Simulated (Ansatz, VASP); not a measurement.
HfO2: VASP beside Ansatz

Contents of INCAR:

```
SYSTEM = HfO2
ALGO     = Normal         ! electronic algorithm
EDIFF    = 1E-6           ! SCF threshold, eV
ENCUT    = 520            ! plane-wave cutoff, eV
GGA      = PE             ! functional
ISIF     = 2              ! what is computed and relaxed
ISMEAR   = 0              ! smearing method
LASPH    = .TRUE.         ! aspherical terms in the spheres
LCHARG   = .TRUE.         ! write CHGCAR
LELF     = .TRUE.         ! ELF
LREAL    = .FALSE.        ! projectors in reciprocal space
LVHAR    = .TRUE.       
LWAVE    = .FALSE.        ! write WAVECAR
NBANDS   = 56             ! bands
NELM     = 60             ! most SCF steps
PREC     = Accurate       ! precision mode
SIGMA    = 0.01           ! smearing width, eV
```

Contents of KPOINTS:

```
k-points
0
G
  4 4 4
  0 0 0
```

POSCAR

```
HfO2
1.0
    5.3974324954      0.0000000000      0.0000000000
    0.0000000000      5.1685010843      0.0000000000
    0.0000000000      0.0000000000      5.2011233815
Hf O
4 8
Direct
    0.0325922788      0.2662966146      0.2400087179
    0.4674077212      0.2662966146      0.7400087179
    0.5325922788      0.7337033854      0.2400087179
    0.9674077212      0.7337033854      0.7400087179
    0.3654176027      0.0676246699      0.3831519686
    0.1345823973      0.0676246699      0.8831519686
    0.7292244608      0.4627859517      0.4898393134
    0.7707755392      0.4627859517      0.9898393134
    0.2707755392      0.5372140483      0.9898393134
    0.2292244608      0.5372140483      0.4898393134
    0.8654176027      0.9323753301      0.3831519686
    0.6345823973      0.9323753301      0.8831519686
```

Input for Ansatz:

```yaml
crystal:
  lattice:
    - [5.3974324954, 0.0, 0.0]
    - [0.0, 5.1685010843, 0.0]
    - [0.0, 0.0, 5.2011233815]
  atoms:
    - { symbol: Hf, position: [0.0325922788, 0.2662966146, 0.2400087179] }
    - { symbol: Hf, position: [0.4674077212, 0.2662966146, 0.7400087179] }
    - { symbol: Hf, position: [0.5325922788, 0.7337033854, 0.2400087179] }
    - { symbol: Hf, position: [0.9674077212, 0.7337033854, 0.7400087179] }
    - { symbol: O, position: [0.3654176027, 0.0676246699, 0.3831519686] }
    - { symbol: O, position: [0.1345823973, 0.0676246699, 0.8831519686] }
    - { symbol: O, position: [0.7292244608, 0.4627859517, 0.4898393134] }
    - { symbol: O, position: [0.7707755392, 0.4627859517, 0.9898393134] }
    - { symbol: O, position: [0.2707755392, 0.5372140483, 0.9898393134] }
    - { symbol: O, position: [0.2292244608, 0.5372140483, 0.4898393134] }
    - { symbol: O, position: [0.8654176027, 0.9323753301, 0.3831519686] }
    - { symbol: O, position: [0.6345823973, 0.9323753301, 0.8831519686] }
kpoints:
  mp_grid: { grid: [4, 4, 4] }
hamiltonian:
  xc: pbe
scf:
  occupations: { method: fixed }
  n_extra_bands: 7
output:
  forces: true
  stress: true
  eigenvalues: true
```

Alike in both runs: task single point; functional PBE; k mesh 4 × 4 × 4; no spin polarisation.

|  | VASP | Ansatz |
| --- | --- | --- |
| version | VASP 6.6.1 | Ansatz 0.2.0 |
| potentials or method | VASP PAW PBE potentials, release 64 (Hf_pv, O) | plane waves, PAW |
| plane-wave cutoff (eV) | 520 | 420 |
| occupations | gaussian, width 0.01 eV | fixed |
| valence electrons in the cell | 88 | 152 |

|  | VASP | Ansatz | Ansatz less VASP |
| --- | --- | --- | --- |
| gap on the k mesh at the Fermi level (eV) | 4.14 | 4.19 | +0.052 |
| pressure (GPa) | -15.1 | -12.3 | +2.76 |
| traceless stress, the component that is largest in VASP (GPa) | -0.65 | -0.60 | +0.051 |
| rms of the force components (eV/Å) | 0.125 | 0.104 | -0.0211 |

Atom by atom the forces differ by 0.023 eV/Å (rms over components). VASP's potentials hold 88 valence electrons a cell and Ansatz's 152, so a difference there can come from the potentials and not from the codes.

Spin-orbit coupling is off throughout.
